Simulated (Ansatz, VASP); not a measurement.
# Two plane-wave programs on ZnO

```
Zn O
1.0
     3.44630    0.00000    0.00000
    -1.72315    2.98458    0.00000
     0.00000    0.00000    4.61247
Zn O
2 2
Cartesian
  0.0000 1.9897 0.0000
  1.7231 0.9949 2.3062
  0.0000 1.9897 2.3062
  1.7231 0.9949 4.6125
```

Alike in both runs: functional PBE; k mesh 9 × 9 × 6; occupations gaussian, width 0.02 eV; no spin polarisation.

Ansatz relaxed the structure, and its values are those at the end. VASP's run is a single point on that final structure, the one shown.

|  | VASP | Ansatz |
| --- | --- | --- |
| version | VASP 6.6.1 | Ansatz 0.2.0 |
| potentials or method | VASP PAW PBE potentials, release 64 (Zn, O), cutoff 520 eV | scalar-relativistic, plane waves, PAW |
| valence electrons in the cell | 36 | 36 |

```tsv
	VASP	Ansatz	Ansatz less VASP
gap on the k mesh at the Fermi level (eV)	0.94	0.95	+0.016
least direct gap on the mesh (eV)	0.94	0.95	+0.016
pressure (GPa)	0.9	0.0	-0.90
```

With one functional, cell and mesh, what is left measures potentials, basis and numerics.
